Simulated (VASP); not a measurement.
A run of VASP 6.6.1 is set up as follows.

INCAR

```
  PREC = Accurate
  ENCUT = 520
  EDIFF = 1E-7
  ISMEAR = 0
  SIGMA = 0.1
  LREAL = F
  LASPH = T
  NELM = 80
  ALGO = Normal
  ISIF = 2
  LWAVE = F
  LCHARG = T
  GGA = PE
  LELF = T
  LVHAR = T
  NBANDS = 26
```

KPOINTS

```
regular mesh
0
Gamma
  8 8 12
```

Contents of POSCAR:

```
Ca3F
1.0
    5.9620670200      0.0000000000      0.0000000000
    0.0000000000      5.9620670200      0.0000000000
    0.0000000000      0.0000000000      3.9184003718
Ca F
3 1
Direct
    0.0000000000      0.5000000000      0.5000000000
    0.5000000000      0.0000000000      0.5000000000
    0.5000000000      0.5000000000      0.0000000000
    0.0000000000      0.0000000000      0.0000000000
```

Potentials or basis: VASP PAW PBE potentials, release 64 (Ca_sv, F).

The run is started by

```console
$ cat potpaw_PBE.64/Ca_sv/POTCAR potpaw_PBE.64/F/POTCAR > POTCAR
$ mpirun -np 1 vasp_std > vasp.out
```

(1) What does it give for the band gap on the k mesh?

(2) Predict the pressure.

Results:

(1) zero (an odd number of electrons rules out a gap without spin polarisation).

(2) 0.0 GPa.

Caveat: an odd number of electrons without spin polarisation forces a metal; a magnetic or distorted state may lie lower.
